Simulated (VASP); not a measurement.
Crystal: PbS.

```xyz
2
Lattice="3.6537 0.0000 0.0000 0.0000 3.6537 0.0000 0.0000 0.0000 3.6537" Properties=species:S:1:pos:R:3 pbc="T T T"
Pb    0.0000    0.0000    0.0000
S     1.8268    1.8268    1.8268
```

- Program: VASP 6.6.1
- Task: relaxation of cell and atoms
- Functional: PBEsol
- Dispersion: D4
- Potentials or basis: VASP PAW PBE potentials, release 64 (Pb_d, S)
- Cutoff: 600 eV
- k mesh: 7 × 7 × 7
- Occupations: fermi-dirac, width 0.05 eV
- Spin: no spin polarisation

At the start: pressure -4.9 GPa; volume 24.39 Å³/atom.

Q: How do energy, volume and symmetry change on relaxing?

A: Over 3 steps the energy falls by 35.7 meV/atom and the volume is 22.28 Å³/atom (-8.7 %); space group Pm-3m (No. 221, to 0.05 Å).

The path:
| step | energy change (eV) | largest force (eV/Å) | pressure (GPa) | volume (Å³) |
| --- | --- | --- | --- | --- |
| 1 | 0.0000 | 0.0000 | -4.88 | 48.77 |
| 2 | -0.0677 | 0.0000 | 1.43 | 43.72 |
| 3 | -0.0714 | 0.0000 | 0.01 | 44.55 |

Final structure:
```yaml
crystal:
  lattice:
    - [3.54508, 0.00000, 0.00000]
    - [0.00000, 3.54508, 0.00000]
    - [0.00000, 0.00000, 3.54508]
  atoms:
    - { symbol: Pb, position: [0.00000, 0.00000, 0.00000] }
    - { symbol: S, position: [0.50000, 0.50000, 0.50000] }
```

Caveat: the PAW data sets were made with another functional, which shifts forces and pressure a little; pairwise dispersion overbinds metals, which lowers pressure and volume.
